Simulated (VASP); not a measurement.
A run of VASP 6.6.1 is set up as follows.

File INCAR:

```
SYSTEM = Si2Mo
PREC     = Accurate       ! precision mode
ENCUT    = 520            ! plane-wave cutoff, eV
EDIFF    = 1E-8           ! SCF threshold, eV
ISMEAR   = -1             ! smearing method
SIGMA    = 0.08           ! smearing width, eV
LREAL    = .False.        ! projectors in reciprocal space
LASPH    = .True.         ! aspherical terms in the spheres
NELM     = 60             ! most SCF steps
ALGO     = Normal         ! electronic algorithm
ISIF     = 2              ! what is computed and relaxed
LWAVE    = .False.        ! write WAVECAR
LCHARG   = .False.        ! write CHGCAR
GGA      = PS             ! functional
LEFG     = .True.       
NBANDS   = 18             ! bands
```

File KPOINTS:

```
regular mesh
0
Gamma
  16 16 16
  0 0 0
```

File POSCAR:

```
Si2Mo
1.0
   -1.5783757276      1.5783757276      3.8773786233
    1.5783757276     -1.5783757276      3.8773786233
    1.5783757276      1.5783757276     -3.8773786233
Si Mo
2 1
Direct
    0.3330000000      0.3330000000      0.0000000000
    0.6670000000      0.6670000000      0.0000000000
    0.0000000000      0.0000000000      0.0000000000
```

Potentials or basis: VASP PAW PBE potentials, release 64 (Si, Mo_sv).

The run is started by

```console
$ cat potpaw_PBE.64/Si/POTCAR potpaw_PBE.64/Mo_sv/POTCAR > POTCAR
$ mpirun -np 1 vasp_std > vasp.out
```

What does it give for the band gap on the k mesh?

Zero (bands 11 and 12 overlap by 1.07 eV).

Predict the pressure.

7.1 GPa.

Estimate the largest force.

0.259 eV/Å.

Forces in eV/Å, atoms in the order of the input:
```
Si   0.000  0.000  0.259
Si   0.000  0.000 -0.259
Mo   0.000  0.000  0.000
```

Caveat: the cell stands under pressure; without QUAD_EFG the Cq values of the log hold for a quadrupole moment of 1 mb, not for the nuclei; the PAW data sets were made with another functional, which shifts forces and pressure a little.
